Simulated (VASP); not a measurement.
# SmTa3Cl2: single point with PBE

SmTa3Cl2:

```xyz
6
Lattice="4.8676 0.0000 0.0000 -2.4338 4.2155 0.0000 0.0000 0.0000 6.5126" Properties=species:S:1:pos:R:3 pbc="T T T"
Sm    0.0000    0.0000    0.0000
Ta    0.0000    2.8103    3.6206
Ta    2.4338    1.4052    2.8921
Ta    0.0000    0.0000    3.2563
Cl    0.0000    2.8103    6.0726
Cl    2.4338    1.4052    0.4400
```

```yaml
Program: VASP 6.6.1
Task: single point
Functional: PBE
Potentials_or_basis: VASP PAW PBE potentials, release 64 (Sm_3, Ta_pv, Cl), 4f in core
Cutoff: 500 eV
k_mesh: 6 × 6 × 4
Occupations: gaussian, width 0.2 eV
Spin: no spin polarisation
```

```
Pressure               : 0.1 GPa
Largest force          : 0.049 eV/Å
Band gap on the k mesh : zero (bands 29 and 30 overlap by 0.96 eV)
```

Forces in eV/Å, atoms in the order of the input:
```
Sm   0.000  0.000  0.000
Ta   0.000  0.000  0.049
Ta   0.000  0.000 -0.049
Ta   0.000  0.000  0.000
Cl   0.000  0.000  0.003
Cl   0.000  0.000 -0.003
```

Stress tensor (GPa, compression positive):
```
0.08 0.00 0.00
0.00 0.08 0.00
0.00 0.00 0.18
```

Levels at points of the mesh, in eV from the Fermi level:
| k point | band 26 | band 27 | band 28 | band 29 | band 30 | band 31 | band 32 | band 33 |
| --- | --- | --- | --- | --- | --- | --- | --- | --- |
| (0.00, 0.00, 0.00) | -0.89 | -0.89 | -0.36 | 0.14 | 0.14 | 1.21 | 1.21 | 1.66 |
| (0.50, 0.00, 0.00) | -1.61 | -0.75 | -0.73 | -0.61 | -0.56 | 1.68 | 2.04 | 2.21 |
| (0.00, 0.00, 0.50) | -0.91 | -0.91 | 0.41 | 0.41 | 0.53 | 0.53 | 0.61 | 2.01 |
| (0.50, 0.00, 0.50) | -1.04 | -1.03 | -0.66 | -0.60 | 0.56 | 0.70 | 1.71 | 1.80 |

It took 110 s on 1 thread of Intel(R) Xeon(R) 6975P-C (Granite Rapids), on a shared host, peak memory 0.29 GiB.

Caveat: spin-orbit coupling is left out, which moves the levels of the heavy elements; the 4f electrons are frozen in the core, so they carry no moment and show no levels; the run has no spin polarisation, though such a crystal can be magnetic. Spin polarisation is off, so any magnetic state and its effect on volume and gap are missing.
